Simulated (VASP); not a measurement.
# Ca4B3 (P4mm) in VASP: single point with PBE

Aim: the single point of Ca4B3 with PBE.

Everything below comes from runs of VASP 6.6.1. Logs are shortened: lines on timing, memory, paths and dates and some standing lists are left out, and cuts for length are marked.

## 1. The cell of the first run

Symmetry: P4mm, No. 99, tetragonal system. The conventional cell has a = 4.402 Å, b = 4.402 Å, c = 8.266 Å, α = 90.00°, β = 90.00°, γ = 90.00°. Ca (site symmetry 4mm) has 9 B at 3.14 to 3.67 Å and 8 Ca at 3.81 to 4.00 Å within 4.1 Å. Within 3.4 Å of Ca (site symmetry 4mm) lie 5 B at 2.61 to 3.26 Å. Ca (site symmetry 2mm) has 4 B at 2.61 to 2.82 Å and 4 Ca at 3.11 Å within 3.4 Å. Within 3.7 Å of B (site symmetry 4mm) lie 9 Ca at 2.82 to 3.26 Å. Within 2.0 Å of B (site symmetry 4mm) lie 1 B at 1.53 Å. B (site symmetry 4mm) has 1 B at 1.53 Å within 2.0 Å.

## 2. Single point, PBE

Contents of INCAR:

```
SYSTEM = Ca4B3
ALGO = Fast
EDIFF = 1E-6
ENCUT = 520
GGA = PE
ISIF = 2
ISMEAR = 0
LASPH = .TRUE.
LCHARG = .FALSE.
LREAL = .FALSE.
LWAVE = .FALSE.
NBANDS = 34
NELM = 60
PREC = Accurate
SIGMA = 0.1
```

Contents of KPOINTS:

```
k-points
0
G
  10 10 6
  0 0 0
```

Contents of POSCAR:

```
Ca4B3
1.0
    4.4016939610      0.0000000000      0.0000000000
    0.0000000000      4.4016939610      0.0000000000
    0.0000000000      0.0000000000      8.2656307603
Ca B
4 3
Direct
    0.5000000000      0.5000000000      0.3390616233
    0.0000000000      0.0000000000      0.0728279232
    0.5000000000      0.0000000000      0.7429869415
    0.0000000000      0.5000000000      0.7429869415
    0.5000000000      0.5000000000      0.9567000001
    0.0000000000      0.0000000000      0.5740461991
    0.0000000000      0.0000000000      0.3885988012
```

Potentials or basis: VASP PAW PBE potentials, release 64 (Ca_sv, B).

Started as:

```
$ cat potpaw_PBE.64/Ca_sv/POTCAR potpaw_PBE.64/B/POTCAR > POTCAR
$ mpirun -np 1 vasp_std > vasp.out
```

OUTCAR:

```text
SYSTEM = Ca4B3
   EDIFF = 1E-6
   ENCUT = 520
   GGA = PE
   ISIF = 2
   ISMEAR = 0
   LASPH = .TRUE.
   LREAL = .FALSE.
   NELM = 60
   PREC = Accurate

 ion  position               nearest neighbor table
   1  0.500  0.500  0.339-
   2  0.000  0.000  0.073-   7 2.61
   3  0.500  0.000  0.743-   6 2.61   6 2.61   4 3.11   4 3.11   4 3.11   4 3.11
   4  0.000  0.500  0.743-   6 2.61   6 2.61   3 3.11   3 3.11   3 3.11   3 3.11
   5  0.500  0.500  0.957-
   6  0.000  0.000  0.574-   7 1.53   4 2.61   3 2.61   4 2.61   3 2.61
   7  0.000  0.000  0.389-   6 1.53   2 2.61

  LATTYP: Found a simple tetragonal cell.
 ALAT       =     4.4016939610
 C/A-ratio  =     1.8778294978

  Lattice vectors:

 A1 = (   4.4016939610,   0.0000000000,   0.0000000000)
 A2 = (   0.0000000000,   4.4016939610,   0.0000000000)
 A3 = (   0.0000000000,   0.0000000000,   8.2656307603)

Analysis of symmetry for initial positions (statically):
=====================================================================
 Subroutine PRICEL returns:
 Original cell was already a primitive cell.

 Routine SETGRP: Setting up the symmetry group for a
 simple tetragonal supercell.

 Subroutine GETGRP returns: Found  8 space group operations
 (whereof  8 operations were pure point group operations)
 out of a pool of 16 trial point group operations.

The static configuration has the point symmetry C_4v.

Analysis of symmetry for dynamics (positions and initial velocities):
=====================================================================
 Subroutine PRICEL returns:
 Original cell was already a primitive cell.

 Routine SETGRP: Setting up the symmetry group for a
 simple tetragonal supercell.

 Subroutine GETGRP returns: Found  8 space group operations
 (whereof  8 operations were pure point group operations)
 out of a pool of 16 trial point group operations.

The dynamic configuration has the point symmetry C_4v.

 Subroutine INISYM returns: Found  8 space group operations
 (whereof  8 operations are pure point group operations),
 and found     1 'primitive' translations

----------------------------------------------------------------------------------------

                                     Primitive cell

  volume of cell :     160.1458

  direct lattice vectors                    reciprocal lattice vectors
     4.401693961  0.000000000  0.000000000     0.227185263  0.000000000  0.000000000
     0.000000000  4.401693961  0.000000000     0.000000000  0.227185263  0.000000000
     0.000000000  0.000000000  8.265630760     0.000000000  0.000000000  0.120982902

  length of vectors
     4.401693961  4.401693961  8.265630760     0.227185263  0.227185263  0.120982902

  position of ions in fractional coordinates (direct lattice)
     0.500000000  0.500000000  0.339061623
     0.000000000  0.000000000  0.072827923
     0.500000000  0.000000000  0.742986941
     0.000000000  0.500000000  0.742986941
     0.500000000  0.500000000  0.956700000
     0.000000000  0.000000000  0.574046199
     0.000000000  0.000000000  0.388598801

  ion indices of the primitive-cell ions
   primitive index   ion index
                 1           1
                 2           2
                 3           3
                 4           4
                 5           5
                 6           6
                 7           7

----------------------------------------------------------------------------------------

 KPOINTS: k-points

Automatic generation of k-mesh.
 Grid dimensions read from file:
 generate k-points for:   10   10    6

 Generating k-lattice:

  Cartesian coordinates                     Fractional coordinates (reciprocal lattice)
     0.022718526  0.000000000  0.000000000     0.100000000  0.000000000  0.000000000
     0.000000000  0.022718526  0.000000000     0.000000000  0.100000000  0.000000000
     0.000000000  0.000000000  0.020163817     0.000000000  0.000000000  0.166666667

  Length of vectors
     0.022718526  0.022718526  0.020163817

  Shift w.r.t. Gamma in fractional coordinates (k-lattice)
     0.000000000  0.000000000  0.000000000

 Subroutine IBZKPT returns following result:
 ===========================================

 Found     84 irreducible k-points:

 Following reciprocal coordinates:
            Coordinates               Weight
  0.000000  0.000000  0.000000      1.000000
  0.100000  0.000000  0.000000      4.000000
  0.200000  0.000000  0.000000      4.000000
  0.300000  0.000000  0.000000      4.000000
  0.400000  0.000000  0.000000      4.000000
  0.500000  0.000000  0.000000      2.000000
[... 16 lines left out ...]
  0.100000  0.000000  0.166667      8.000000
  0.200000  0.000000  0.166667      8.000000
 [... further k-points ...]
   k-points           NKPTS =     84   k-points in BZ     NKDIM =     84   number of bands    NBANDS=     34
   number of dos      NEDOS =    301   number of ions     NIONS =      7
   total plane-waves  NPLWV =  82944
   dimension x,y,z NGX =    36 NGY =   36 NGZ =   64
   dimension x,y,z NGXF=    72 NGYF=   72 NGZF=  128
   ions per type =               4   3
   NGX,Y,Z   is equivalent  to a cutoff of  13.60, 13.60, 12.87 a.u.
   NGXF,Y,Z  is equivalent  to a cutoff of  27.19, 27.19, 25.74 a.u.
 SYSTEM =  Ca4B3
   PREC   = accura    normal or accurate (medium, high low for compatibility)
   ISTART =      0    job   : 0-new  1-cont  2-samecut
   ICHARG =      2    charge: 1-file 2-atom 10-const
   ISPIN  =      1    spin polarized calculation?
   LNONCOLLINEAR =      F non collinear calculations
   LSORBIT =      F    spin-orbit coupling
   LASPH  =      T    aspherical Exc in radial PAW
   ENCUT  =  520.0 eV  38.22 Ry    6.18 a.u.   8.18  8.18 15.37*2*pi/ulx,y,z
   NELM   =     60;   NELMIN=  2; NELMDL= -5     # of ELM steps
   EDIFF  = 0.1E-05   stopping-criterion for ELM
   LREAL  =      F    real-space projection
   EDIFFG = 0.1E-04   stopping-criterion for IOM
   NSW    =      0    number of steps for IOM
   IBRION =     -1    ionic relax: 0-MD 1-quasi-New 2-CG
   NFREE  =      0    steps in history (QN), initial steepest desc. (CG)
   ISIF   =      2    stress and relaxation
   ISYM   =      2    0-nonsym 1-usesym 2-fastsym
   POTIM  = 0.5000    time-step for ionic-motion
   TEBEG  =    0.0;   TEEND  =   0.0 temperature during run
   PSTRESS=    0.0 pullay stress
   NELECT =      49.0000    total number of electrons
   NUPDOWN=      -1.0000    fix difference up-down
   EMIN   =  10.00;   EMAX   =-10.00  energy-range for DOS
   EFERMI =   0.00;   METHOD = LEGACY
   ISMEAR =     0;   SIGMA  =   0.10  broadening in eV -4-tet -1-fermi 0-gaus
   EFERMI_NEDOS =   21; number of points for ismear=-14 and -15
   IALGO  =     68    algorithm
   IMIX   =      4    mixing-type and parameters
     AMIX     =   0.40;   BMIX     =  1.00
     AMIX_MAG =   1.60;   BMIX_MAG =  1.00
  volume/ion in A,a.u.               =      22.88       154.39
  Fermi-wavevector in a.u.,A,eV,Ry     =   1.103151  2.084653 16.557503  1.216942
  Thomas-Fermi vector in A             =   2.239605
   LORBIT       =      0    0 simple, 1 ext, 2 COOP (PROOUT), +10 PAW based schemes
   GGA     = PE    functional components
   LHFCALC =     F    Hartree Fock is set to
   AEXX    =    0.0000 exact exchange contribution
   IVDW    =     0    specifies the selected vdW correction
   LEPSILON=     F    determine dielectric tensor
   LRPA    =     F    only Hartree local field effects (RPA)
 non-spin polarized calculation
 RMM-DIIS sequential band-by-band and
 Gauss-broadening in eV      SIGMA  =   0.10
  energy-cutoff  :      520.00
  volume of cell :      160.15
 maximum number of plane-waves:      4342
 NGX is ok and might be reduce to    36
   NGX = 17   NGY = 17   NGZ = 31

 number of electron      49.0000008 magnetization

 Free energy of the ion-electron system (eV)
  ---------------------------------------------------
  ext. energy  EPLUGINS =         0.00000000
  ---------------------------------------------------
  free energy    TOTEN  =       -24.93790888 eV

  energy without entropy =      -24.92124202  energy(sigma->0) =      -24.92957545

 E-fermi :   2.5513     XC(G=0):  -8.8377

 val. band max:        2.5251434352   @ k =   0.4000   0.1000   0.5000
 cond. band min:       2.5642618212   @ k =   0.1000   0.1000   0.0000
 fundamental gap:      0.0391183860
 Fermi energy:         2.5512840212

 k-point     1 :       0.0000    0.0000    0.0000
  band No.  band energies     occupation
      1     -39.1161      2.00000
      2     -38.4002      2.00000
      3     -38.0069      2.00000
      4     -37.8527      2.00000
      5     -20.1229      2.00000
      6     -20.0680      2.00000
[... 26 lines left out ...]
     33       5.9803      0.00000
     34       6.0518      0.00000

 k-point     2 :       0.1000    0.0000    0.0000
  band No.  band energies     occupation
      1     -39.1161      2.00000
      2     -38.4001      2.00000
      3     -38.0031      2.00000
      4     -37.8564      2.00000
      5     -20.1228      2.00000
      6     -20.0701      2.00000
[... 26 lines left out ...]
     33       5.6696      0.00000
     34       6.2757      0.00000

 k-point     3 :       0.2000    0.0000    0.0000
  band No.  band energies     occupation
      1     -39.1158      2.00000
      2     -38.3998      2.00000
      3     -37.9920      2.00000
      4     -37.8673      2.00000
      5     -20.1225      2.00000
      6     -20.0757      2.00000
[... 26 lines left out ...]
     33       5.5049      0.00000
     34       6.4733      0.00000

 k-point     4 :       0.3000    0.0000    0.0000
  band No.  band energies     occupation
      1     -39.1156      2.00000
      2     -38.3994      2.00000
      3     -37.9748      2.00000
      4     -37.8842      2.00000
      5     -20.1222      2.00000
      6     -20.0826      2.00000
[... 26 lines left out ...]
     33       5.4216      0.00000
     34       6.5749      0.00000

 k-point     5 :       0.4000    0.0000    0.0000
  band No.  band energies     occupation
      1     -39.1154      2.00000
      2     -38.3992      2.00000
      3     -37.9532      2.00000
      4     -37.9056      2.00000
      5     -20.1219      2.00000
      6     -20.0882      2.00000
[... 621 lines left out ...]
 k-point    22 :       0.0000    0.0000    0.1667
  band No.  band energies     occupation
      1     -39.1161      2.00000
      2     -38.4002      2.00000
      3     -38.0069      2.00000
      4     -37.8527      2.00000
      5     -20.1230      2.00000
      6     -20.0680      2.00000
[... 26 lines left out ...]
     33       5.9316      0.00000
     34       6.0532      0.00000

 k-point    23 :       0.1000    0.0000    0.1667
  band No.  band energies     occupation
      1     -39.1161      2.00000
      2     -38.4001      2.00000
      3     -38.0031      2.00000
      4     -37.8564      2.00000
      5     -20.1228      2.00000
      6     -20.0701      2.00000
[... 26 lines left out ...]
     33       5.6862      0.00000
     34       6.1694      0.00000

 k-point    24 :       0.2000    0.0000    0.1667
  band No.  band energies     occupation
      1     -39.1158      2.00000
      2     -38.3998      2.00000
      3     -37.9920      2.00000
      4     -37.8673      2.00000
      5     -20.1225      2.00000
      6     -20.0757      2.00000
[... 26 lines left out ...]
     33       5.6213      0.00000
     34       5.8937      0.00000

 [... further k-points ...]
[... 5 lines left out ...]
  --------------------------------------------------------------------------------------
  -------------------------------------------------------------------------------------
  Total        0.0802710      0.0802710      0.0959415      0.0000000     -0.0000000      0.0000000
  in kB        0.8030699      0.8030699      0.9598461      0.0000000     -0.0000000      0.0000000
  external PRESSURE =       0.8553286 kB  Pullay stress =       0.0000000 kB

 VOLUME and BASIS-vectors are now :
 -----------------------------------------------------------------------------
  energy-cutoff  :      520.00
  volume of cell :      160.15
      direct lattice vectors                 reciprocal lattice vectors
     4.401693961  0.000000000  0.000000000     0.227185263  0.000000000  0.000000000
     0.000000000  4.401693961  0.000000000     0.000000000  0.227185263  0.000000000
     0.000000000  0.000000000  8.265630760     0.000000000  0.000000000  0.120982902

 POSITION                                       TOTAL-FORCE (eV/Angst)
 -----------------------------------------------------------------------------------
      2.20085      2.20085      2.80256        -0.000000      0.000000     -0.000127
      0.00000      0.00000      0.60197        -0.000000     -0.000000     -0.004989
      2.20085      0.00000      6.14126        -0.000000     -0.000000      0.002304
      0.00000      2.20085      6.14126        -0.000000      0.000000      0.002304
      2.20085      2.20085      7.90773        -0.000000     -0.000000      0.009202
      0.00000      0.00000      4.74485        -0.000000     -0.000000      0.003950
      0.00000      0.00000      3.21201         0.000000     -0.000000     -0.012644
 -----------------------------------------------------------------------------------
    total drift:                                0.000000      0.000000     -0.000201

  FREE ENERGIE OF THE ION-ELECTRON SYSTEM (eV)
  ---------------------------------------------------
  free  energy   TOTEN  =       -24.9379088828 eV

  energy  without entropy=      -24.9212420189  energy(sigma->0) =      -24.92957545
```

Run time: 13 min. Hardware: 1 thread of AMD EPYC 7R43 (Zen 3), shared host; peak memory 0.49 GiB.

Results:

```yaml
Free_energy: -24.9379 eV
Pressure: 0.1 GPa
Largest_force: 0.013 eV/Å
```

Forces in eV/Å, atoms in the order of the input:
```
Ca   0.000  0.000  0.000
Ca   0.000  0.000 -0.005
Ca   0.000  0.000  0.002
Ca   0.000  0.000  0.002
B    0.000  0.000  0.009
B    0.000  0.000  0.004
B    0.000  0.000 -0.013
```
